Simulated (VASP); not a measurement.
Input of a VASP 6.6.1 run:

Contents of INCAR:

```
PREC = Accurate
ENCUT = 520
EDIFF = 1E-7
ISMEAR = 0
SIGMA = 0.15
LREAL = False
LASPH = True
NELM = 100
ALGO = Normal
ISIF = 2
LWAVE = False
LCHARG = True
GGA = PS
LELF = True
LVHAR = True
NBANDS = 10
```

Contents of KPOINTS:

```
Automatic mesh
0
Gamma
  14 14 14
```

The input POSCAR:

```
Cs
1.0
   -2.7500754600      2.7500754600      4.0972389800
    2.7500754600     -2.7500754600      4.0972389800
    2.7500754600      2.7500754600     -4.0972389800
Cs
1
Direct
    0.0000000000      0.0000000000      0.0000000000
```

Potentials or basis: VASP PAW PBE potentials, release 64 (Cs_sv).

Run with:

```sh
$ cat potpaw_PBE.64/Cs_sv/POTCAR > POTCAR
$ mpirun -np 1 vasp_std > vasp.out
```

Problem. Predict the band gap on the k mesh.

Solution. Zero (an odd number of electrons rules out a gap without spin polarisation).

Problem. Predict the pressure.

Solution. -0.2 GPa.

Caveat: the PAW data sets were made with another functional, which shifts forces and pressure a little; spin-orbit coupling is left out, which moves the levels of the heavy elements.
